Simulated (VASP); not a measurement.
**Zn: single point with PBE**

Crystal: Zn.

```
Zn
1.0
     0.00000    1.96786    1.96786
     1.96786    0.00000    1.96786
     1.96786    1.96786    0.00000
Zn
1
Direct
  0.00000 0.00000 0.00000
```

- Program: VASP 6.6.1
- Task: single point
- Functional: PBE
- Potentials or basis: VASP PAW PBE potentials, release 64 (Zn)
- Cutoff: 520 eV
- k mesh: 14 × 14 × 14
- Occupations: fermi-dirac, width 0.136057 eV
- Spin: no spin polarisation
- Dipole correction: no
- Further INCAR settings: ALGO = Normal; EDIFF = 1e-06; NBANDS = 12

- Pressure: 0.1 GPa
- Band gap on the k mesh: zero (band 6 reaches 4.52 eV, above the bottom of band 7 at 1.66 eV)

Levels at points of the mesh, in eV from the Fermi level:
```tsv
k point	band 4	band 5	band 6	band 7	band 8	band 9
(0.00, 0.00, 0.00)	-7.58	-7.20	-7.20	18.23	18.23	18.23
(0.50, 0.00, 0.00)	-6.92	-6.92	-2.85	-1.36	15.22	15.22
(0.50, 0.50, 0.00)	-6.85	-6.85	-0.95	1.74	8.44	8.44
```

It took 11 s on 1 thread of Intel(R) Xeon(R) Platinum 8259CL CPU @ 2.50GHz (Skylake/Cascade Lake) (shared host), peak memory 0.14 GiB.
